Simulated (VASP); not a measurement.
A run of VASP 6.6.1:

File INCAR:

```
SYSTEM = GaP
PREC = Accurate
ENCUT = 520
EDIFF = 1E-6
ISMEAR = 0
SIGMA = 0.05
LREAL = .FALSE.
LASPH = .TRUE.
NELM = 80
ALGO = Normal
ISIF = 2
LWAVE = .FALSE.
LCHARG = .FALSE.
GGA = PE
IVDW = 13
NBANDS = 16
```

File KPOINTS:

```
Automatic mesh
0
G
  10 10 10
  0 0 0
```

The input POSCAR:

```
GaP
1.0
    0.0000000000      2.7530800644      2.7530800644
    2.7530800644      0.0000000000      2.7530800644
    2.7530800644      2.7530800644      0.0000000000
Ga P
1 1
Direct
    0.0000000000      0.0000000000      0.0000000000
    0.7500000000      0.7500000000      0.7500000000
```

Potentials or basis: VASP PAW PBE potentials, release 64 (Ga_d, P).

Command:

```console
$ cat potpaw_PBE.64/Ga_d/POTCAR potpaw_PBE.64/P/POTCAR > POTCAR
$ mpirun -np 1 vasp_std > vasp.out
```

Hardware: 1 thread of AMD EPYC 7R13, with other jobs on the host.

Task: How long does it take, and how much memory?

Result: It took 42 s on 1 thread of AMD EPYC 7R13, on a shared host, peak memory 0.15 GiB. Counts: scf iterations 12, k points 47.
